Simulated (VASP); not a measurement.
# BaAuS (Cmcm) in VASP: settings compared

Aim: see how the results for BaAuS move with the level of theory and the settings. Levels: PBE+D3(BJ), PBE. Tasks: single point.

All numbers are computed with VASP 6.6.1; they aren't measurements. Logs are shortened: lines on timing, memory, paths and dates and some standing lists are left out, and cuts for length are marked.

## 1. The cell of the first run

Symmetry: Cmcm, No. 63, orthorhombic system. The conventional cell has a = 5.946 Å, b = 8.900 Å, c = 5.886 Å, α = 90.00°, β = 90.00°, γ = 90.00°. Within 4.0 Å of Ba (site symmetry m2m) lie 5 S at 3.04 to 3.44 Å and 6 Au at 3.44 to 3.58 Å and 2 Ba at 3.98 Å. Within 3.7 Å of Au (site symmetry 2/m) lie 2 S at 2.77 Å and 2 Au at 2.94 Å and 6 Ba at 3.44 to 3.58 Å. S (site symmetry m2m) has 2 Au at 2.77 Å and 5 Ba at 3.04 to 3.44 Å within 3.7 Å.

## 2. Single point, PBE+D3(BJ)

File INCAR:

```
PREC = Accurate ; ENCUT = 500
EDIFF = 1E-6 ; ISMEAR = 1
SIGMA = 0.025 ; LREAL = False
LASPH = True ; NELM = 120
ALGO = Normal ; ISIF = 2
LWAVE = False ; LCHARG = False
GGA = PE ; IVDW = 12
NBANDS = 36 ; GGA_COMPAT = False
```

File KPOINTS:

```
regular mesh
0
Gamma
  4 4 3
```

File POSCAR:

```
BaAuS
1.0
    2.9731527284      4.4497814474      0.0000000000
    2.9731527284     -4.4497814474      0.0000000000
    0.0000000000      0.0000000000     -5.8860739451
Ba Au S
2 2 2
Direct
    0.3497891609      0.6502108391      0.7500000000
    0.6502108391      0.3497891609      0.2500000000
    0.0000000000      0.0000000000      0.0000000000
    0.0000000000      0.0000000000      0.5000000000
    0.7360808813      0.2639191187      0.7500000000
    0.2639191187      0.7360808813      0.2500000000
```

Potentials or basis: VASP PAW PBE potentials, release 64 (Ba_sv, Au, S).

Launch:

```
> cat potpaw_PBE.64/Ba_sv/POTCAR potpaw_PBE.64/Au/POTCAR potpaw_PBE.64/S/POTCAR > POTCAR
> mpirun -np 1 vasp_std > vasp.out
```

OUTCAR:

```text
PREC = Accurate
   ENCUT = 500
   EDIFF = 1E-6
   ISMEAR = 1
   LREAL = False
   LASPH = True
   NELM = 120
   ISIF = 2
   GGA = PE
   IVDW = 12
 IVDW          = 12

 ion  position               nearest neighbor table
   1  0.350  0.650  0.750-   6 3.04   6 3.04   5 3.14   5 3.14   5 3.44   3 3.44   4 3.44   4 3.58
                             3 3.58   4 3.58   3 3.58   2 3.98   2 3.98   2 4.54   2 4.54   2 4.54
   2  0.650  0.350  0.250-   5 3.04   5 3.04   6 3.14   6 3.14   6 3.44   3 3.44   4 3.44   3 3.58
                             4 3.58   3 3.58   4 3.58   1 3.98   1 3.98   1 4.54   1 4.54   1 4.54
   3  0.000  0.000  0.000-   5 2.77   6 2.77   4 2.94   4 2.94   1 3.44   2 3.44   2 3.58   1 3.58
                             2 3.58   1 3.58
   4  0.000  0.000  0.500-   5 2.77   6 2.77   3 2.94   3 2.94   1 3.44   2 3.44   2 3.58   1 3.58
                             2 3.58   1 3.58
   5  0.736  0.264  0.750-   3 2.77   4 2.77   2 3.04   2 3.04   1 3.14   1 3.14   1 3.44
   6  0.264  0.736  0.250-   3 2.77   4 2.77   1 3.04   1 3.04   2 3.14   2 3.14   2 3.44

  LATTYP: Found a base centered orthorhombic cell.
 ALAT       =     5.9463054568
 B/A-ratio  =     1.4966541762
 C/A-ratio  =     0.9898707673

  Lattice vectors:

 A1 = (   2.9731527284,   4.4497814474,   0.0000000000)
 A2 = (   2.9731527284,  -4.4497814474,   0.0000000000)
 A3 = (   0.0000000000,   0.0000000000,  -5.8860739451)

Analysis of symmetry for initial positions (statically):
=====================================================================
 Subroutine PRICEL returns:
 Original cell was already a primitive cell.

 Routine SETGRP: Setting up the symmetry group for a
 base centered orthorhombic supercell.

 Subroutine GETGRP returns: Found  8 space group operations
 (whereof  4 operations were pure point group operations)
 out of a pool of  8 trial point group operations.

The static configuration has the point symmetry C_2h.
 The point group associated with its full space group is D_2h.

Analysis of symmetry for dynamics (positions and initial velocities):
=====================================================================
 Subroutine PRICEL returns:
 Original cell was already a primitive cell.

 Routine SETGRP: Setting up the symmetry group for a
 base centered orthorhombic supercell.

 Subroutine GETGRP returns: Found  8 space group operations
 (whereof  4 operations were pure point group operations)
 out of a pool of  8 trial point group operations.

The dynamic configuration has the point symmetry C_2h.
 The point group associated with its full space group is D_2h.

 Subroutine INISYM returns: Found  8 space group operations
 (whereof  4 operations are pure point group operations),
 and found     1 'primitive' translations

----------------------------------------------------------------------------------------

                                     Primitive cell

  volume of cell :     155.7441

  direct lattice vectors                    reciprocal lattice vectors
     2.973152728  4.449781447  0.000000000     0.168171650  0.112365069  0.000000000
     2.973152728 -4.449781447  0.000000000     0.168171650 -0.112365069  0.000000000
     0.000000000  0.000000000 -5.886073945     0.000000000  0.000000000 -0.169892531

  length of vectors
     5.351653210  5.351653210  5.886073945     0.202256304  0.202256304  0.169892531

  position of ions in fractional coordinates (direct lattice)
     0.349789161  0.650210839  0.750000000
     0.650210839  0.349789161  0.250000000
     0.000000000  0.000000000  0.000000000
     0.000000000  0.000000000  0.500000000
     0.736080881  0.263919119  0.750000000
     0.263919119  0.736080881  0.250000000

  ion indices of the primitive-cell ions
   primitive index   ion index
                 1           1
                 2           2
                 3           3
                 4           4
                 5           5
                 6           6

----------------------------------------------------------------------------------------

 KPOINTS: regular mesh

Automatic generation of k-mesh.
 Grid dimensions read from file:
 generate k-points for:    4    4    3

 Generating k-lattice:

  Cartesian coordinates                     Fractional coordinates (reciprocal lattice)
     0.042042912  0.028091267  0.000000000     0.250000000  0.000000000  0.000000000
     0.042042912 -0.028091267  0.000000000     0.000000000  0.250000000  0.000000000
     0.000000000  0.000000000 -0.056630844     0.000000000  0.000000000  0.333333333

  Length of vectors
     0.050564076  0.050564076  0.056630844

  Shift w.r.t. Gamma in fractional coordinates (k-lattice)
     0.000000000  0.000000000  0.000000000

 Subroutine IBZKPT returns following result:
 ===========================================

 Found     14 irreducible k-points:

 Following reciprocal coordinates:
            Coordinates               Weight
  0.000000  0.000000  0.000000      1.000000
  0.250000 -0.000000  0.000000      4.000000
  0.500000 -0.000000  0.000000      2.000000
  0.250000  0.250000  0.000000      2.000000
  0.500000  0.250000  0.000000      4.000000
 -0.250000  0.250000  0.000000      2.000000
  0.500000  0.500000  0.000000      1.000000
  0.000000  0.000000  0.333333      2.000000
  0.250000 -0.000000  0.333333      8.000000
  0.500000 -0.000000  0.333333      4.000000
  0.250000  0.250000  0.333333      4.000000
  0.500000  0.250000  0.333333      8.000000
 -0.250000  0.250000  0.333333      4.000000
  0.500000  0.500000  0.333333      2.000000
   k-points           NKPTS =     14   k-points in BZ     NKDIM =     14   number of bands    NBANDS=     36
   number of dos      NEDOS =    301   number of ions     NIONS =      6
   total plane-waves  NPLWV =  76800
   dimension x,y,z NGX =    40 NGY =   40 NGZ =   48
   dimension x,y,z NGXF=    80 NGYF=   80 NGZF=   96
   ions per type =               2   2   2
   NGX,Y,Z   is equivalent  to a cutoff of  12.43, 12.43, 13.56 a.u.
   NGXF,Y,Z  is equivalent  to a cutoff of  24.85, 24.85, 27.11 a.u.
 SYSTEM =  unknown system
   PREC   = accura    normal or accurate (medium, high low for compatibility)
   ISTART =      0    job   : 0-new  1-cont  2-samecut
   ICHARG =      2    charge: 1-file 2-atom 10-const
   ISPIN  =      1    spin polarized calculation?
   LNONCOLLINEAR =      F non collinear calculations
   LSORBIT =      F    spin-orbit coupling
   LASPH  =      T    aspherical Exc in radial PAW
   ENCUT  =  500.0 eV  36.75 Ry    6.06 a.u.   9.76  9.76 10.73*2*pi/ulx,y,z
   NELM   =    120;   NELMIN=  2; NELMDL= -5     # of ELM steps
   EDIFF  = 0.1E-05   stopping-criterion for ELM
   LREAL  =      F    real-space projection
   EDIFFG = 0.1E-04   stopping-criterion for IOM
   NSW    =      0    number of steps for IOM
   IBRION =     -1    ionic relax: 0-MD 1-quasi-New 2-CG
   NFREE  =      0    steps in history (QN), initial steepest desc. (CG)
   ISIF   =      2    stress and relaxation
   ISYM   =      2    0-nonsym 1-usesym 2-fastsym
   POTIM  = 0.5000    time-step for ionic-motion
   TEBEG  =    0.0;   TEEND  =   0.0 temperature during run
   PSTRESS=    0.0 pullay stress
   NELECT =      54.0000    total number of electrons
   NUPDOWN=      -1.0000    fix difference up-down
   EMIN   =  10.00;   EMAX   =-10.00  energy-range for DOS
   EFERMI =   0.00;   METHOD = LEGACY
   ISMEAR =     1;   SIGMA  =   0.03  broadening in eV -4-tet -1-fermi 0-gaus
   EFERMI_NEDOS =   21; number of points for ismear=-14 and -15
   IALGO  =     38    algorithm
   IMIX   =      4    mixing-type and parameters
     AMIX     =   0.40;   BMIX     =  1.00
     AMIX_MAG =   1.60;   BMIX_MAG =  1.00
  volume/ion in A,a.u.               =      25.96       175.17
  Fermi-wavevector in a.u.,A,eV,Ry     =   1.150100  2.173374 17.996830  1.322730
  Thomas-Fermi vector in A             =   2.286766
   LORBIT       =      0    0 simple, 1 ext, 2 COOP (PROOUT), +10 PAW based schemes
   GGA     = PE    functional components
   LHFCALC =     F    Hartree Fock is set to
   AEXX    =    0.0000 exact exchange contribution
   IVDW    =    12    specifies the selected vdW correction
   LEPSILON=     F    determine dielectric tensor
   LRPA    =     F    only Hartree local field effects (RPA)
 non-spin polarized calculation
 Methfessel and Paxton  Order N= 1 SIGMA  =   0.03
  energy-cutoff  :      500.00
  volume of cell :      155.74
 maximum number of plane-waves:      3975
   NGX = 19   NGY = 19   NGZ = 21

 number of electron      53.9999999 magnetization

 Free energy of the ion-electron system (eV)
  ---------------------------------------------------
  ext. energy  EPLUGINS =         0.00000000
  ---------------------------------------------------
  free energy    TOTEN  =       -24.15671356 eV

  energy without entropy =      -24.15564287  energy(sigma->0) =      -24.15635666

 E-fermi :   4.7194     XC(G=0):  -9.8990

 val. band max:        4.6607145060   @ k =   0.2500   0.2500   0.3333
 cond. band min:       4.7232126194   @ k =   0.2500  -0.0000   0.3333
 fundamental gap:      0.0624981134
 Fermi energy:         4.7194374865

 k-point     1 :       0.0000    0.0000    0.0000
  band No.  band energies     occupation
      1     -22.8192      2.00000
      2     -22.7244      2.00000
      3      -8.5291      2.00000
      4      -8.4469      2.00000
      5      -8.1894      2.00000
      6      -8.0820      2.00000
[... 28 lines left out ...]
     35       9.2846      0.00000
     36       9.7507      0.00000

 k-point     2 :       0.2500   -0.0000    0.0000
  band No.  band energies     occupation
      1     -22.8100      2.00000
      2     -22.7306      2.00000
      3      -8.7761      2.00000
      4      -8.5295      2.00000
      5      -8.4680      2.00000
      6      -8.2174      2.00000
[... 28 lines left out ...]
     35       9.4511      0.00000
     36       9.5390      0.00000

 k-point     3 :       0.5000   -0.0000    0.0000
  band No.  band energies     occupation
      1     -22.7990      2.00000
      2     -22.7385      2.00000
      3      -9.0150      2.00000
      4      -8.6924      2.00000
      5      -8.3892      2.00000
      6      -8.2556      2.00000
[... 28 lines left out ...]
     35       9.6281      0.00000
     36       9.6859      0.00000

 k-point     4 :       0.2500    0.2500    0.0000
  band No.  band energies     occupation
      1     -22.7995      2.00000
      2     -22.7380      2.00000
      3      -8.8740      2.00000
      4      -8.8457      2.00000
      5      -8.3985      2.00000
      6      -8.2720      2.00000
[... 28 lines left out ...]
     35       9.5475      0.00000
     36       9.8049      0.00000

 k-point     5 :       0.5000    0.2500    0.0000
  band No.  band energies     occupation
      1     -22.7924      2.00000
      2     -22.7444      2.00000
      3      -8.8355      2.00000
      4      -8.5973      2.00000
      5      -8.3508      2.00000
      6      -8.3172      2.00000
[... 265 lines left out ...]
 k-point    12 :       0.5000    0.2500    0.3333
  band No.  band energies     occupation
      1     -22.7793      2.00000
      2     -22.7552      2.00000
      3      -9.1932      2.00000
      4      -9.0601      2.00000
      5      -8.3052      2.00000
      6      -8.1006      2.00000
[... 28 lines left out ...]
     35       9.3972      0.00000
     36       9.7151      0.00000

 k-point    13 :      -0.2500    0.2500    0.3333
  band No.  band energies     occupation
      1     -22.7862      2.00000
      2     -22.7515      2.00000
      3      -9.0660      2.00000
      4      -8.8946      2.00000
      5      -8.1864      2.00000
      6      -8.1200      2.00000
[... 28 lines left out ...]
     35       9.1437      0.00000
     36       9.8229      0.00000

 k-point    14 :       0.5000    0.5000    0.3333
  band No.  band energies     occupation
      1     -22.7744      2.00000
      2     -22.7593      2.00000
      3      -9.1148      2.00000
      4      -8.9939      2.00000
      5      -8.2192      2.00000
      6      -8.0648      2.00000
[... 28 lines left out ...]
     35       9.5714      0.00000
     36       9.8795      0.00000

------------------------ aborting loop because EDIFF is reached ----------------------------------------

 Edisp (eV)   -2.27028

 E8    (eV) :    -1.0864

  FORCE on cell =-STRESS in cart. coord.  units (eV):
  Direction    XX          YY          ZZ          XY          YZ          ZX
  --------------------------------------------------------------------------------------
  -------------------------------------------------------------------------------------
  Total       0.42176     0.10372     0.52942     0.00000     0.00000     0.00000
  in kB       4.33879     1.06696     5.44628     0.00000     0.00000     0.00000
  external pressure =        3.62 kB  Pullay stress =        0.00 kB

 VOLUME and BASIS-vectors are now :
 -----------------------------------------------------------------------------
  energy-cutoff  :      500.00
  volume of cell :      155.74
      direct lattice vectors                 reciprocal lattice vectors
     2.973152728  4.449781447  0.000000000     0.168171650  0.112365069  0.000000000
     2.973152728 -4.449781447  0.000000000     0.168171650 -0.112365069  0.000000000
     0.000000000  0.000000000 -5.886073945     0.000000000  0.000000000 -0.169892531

 POSITION                                       TOTAL-FORCE (eV/Angst)
 -----------------------------------------------------------------------------------
      2.97315     -1.33681     -4.41456        -0.000000      0.042987      0.000000
      2.97315      1.33681     -1.47152        -0.000000     -0.042987     -0.000000
      0.00000      0.00000      0.00000        -0.000000      0.000000      0.000000
      0.00000      0.00000     -2.94304         0.000000      0.000000      0.000000
      2.97315      2.10102     -4.41456        -0.000000      0.032009     -0.000000
      2.97315     -2.10102     -1.47152        -0.000000     -0.032009     -0.000000
 -----------------------------------------------------------------------------------
    total drift:                                0.000000     -0.000000      0.000000

  FREE ENERGIE OF THE ION-ELECTRON SYSTEM (eV)
  ---------------------------------------------------
  free  energy   TOTEN  =       -26.4269979953 eV

  energy  without entropy=      -26.4259273129  energy(sigma->0) =      -26.42664110
```

Wall time 2.6 min (1 thread of Intel Xeon 8259CL, shared host); peak memory 0.31 GiB.

Results:

```
Free energy                : -26.4270 eV
Pressure                   : 0.4 GPa
Largest force              : 0.043 eV/Å
Band gap on the k mesh     : zero (bands 27 and 28 overlap by 0.92 eV)
Dispersion energy per atom : -0.378 eV
```

Forces on the atoms (eV/Å):
```
Ba   0.000  0.043  0.000
Ba   0.000 -0.043  0.000
Au   0.000  0.000  0.000
Au   0.000  0.000  0.000
S    0.000  0.032  0.000
S    0.000 -0.032  0.000
```

Caveat: three body term missing; spin-orbit coupling is left out, which moves the levels of the heavy elements.

(Part 1 of 2 ends here.)
